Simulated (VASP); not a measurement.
Ta4N5: single point with LDA

The system is Ta4N5.

```xyz
9
Lattice="-3.3919 3.3919 2.1152 3.3919 -3.3919 2.1152 3.3919 3.3919 -2.1152" Properties=species:S:1:pos:R:3 pbc="T T T"
Ta    0.7117    1.9312    2.1152
Ta    1.9312   -0.7117    2.1152
Ta    1.4606    4.1035    0.0000
Ta    2.6802    1.4606    0.0000
N     0.0000    0.0000    2.1152
N    -1.3137    2.7675    2.1152
N     2.7675    1.3137    2.1152
N     0.6243    2.0781    0.0000
N     4.7056    0.6243    0.0000
```

```yaml
Program: VASP 6.6.1
Task: single point
Functional: LDA
Potentials_or_basis: VASP PAW LDA potentials, release 64 (Ta_pv, N)
Cutoff: 520 eV
k_mesh: 10 × 10 × 10
Occupations: fermi-dirac, width 0.15 eV
Spin: no spin polarisation
Dipole_correction: no
Further_INCAR_settings: ALGO = Normal; EDIFF = 1e-06; NBANDS = 44
```

```json
{"Pressure": "1.8 GPa", "Largest force": "0.041 eV/Å", "Band gap on the k mesh": "zero (an odd number of electrons rules out a gap without spin polarisation)"}
```

Forces on the atoms (eV/Å):
```
Ta   0.004  0.014  0.000
Ta   0.014 -0.004  0.000
Ta  -0.014  0.004  0.000
Ta  -0.004 -0.014  0.000
N    0.000  0.000  0.000
N   -0.035  0.021  0.000
N    0.021  0.035  0.000
N   -0.021 -0.035  0.000
N    0.035 -0.021  0.000
```

Levels at points of the mesh, in eV from the Fermi level:
| k point | band 33 | band 34 | band 35 | band 36 | band 37 | band 38 |
| --- | --- | --- | --- | --- | --- | --- |
| (0.00, 0.00, 0.00) | -1.32 | -1.32 | -0.99 | 0.60 | 0.93 | 1.12 |
| (0.50, 0.00, 0.00) | -1.13 | 0.58 | 1.14 | 1.59 | 1.92 | 2.06 |
| (0.50, 0.50, 0.00) | -2.92 | -1.65 | -0.46 | 0.41 | 0.71 | 1.71 |
| (0.50, 0.50, 0.50) | -3.21 | -1.95 | -1.74 | -0.53 | -0.53 | 2.66 |

It took 21 min on 1 thread of Intel Xeon 8259CL, with other jobs on the host, peak memory 0.53 GiB.

Caveat: spin-orbit coupling is left out, which moves the levels of the heavy elements; an odd number of electrons without spin polarisation forces a metal; a magnetic or distorted state may lie lower.
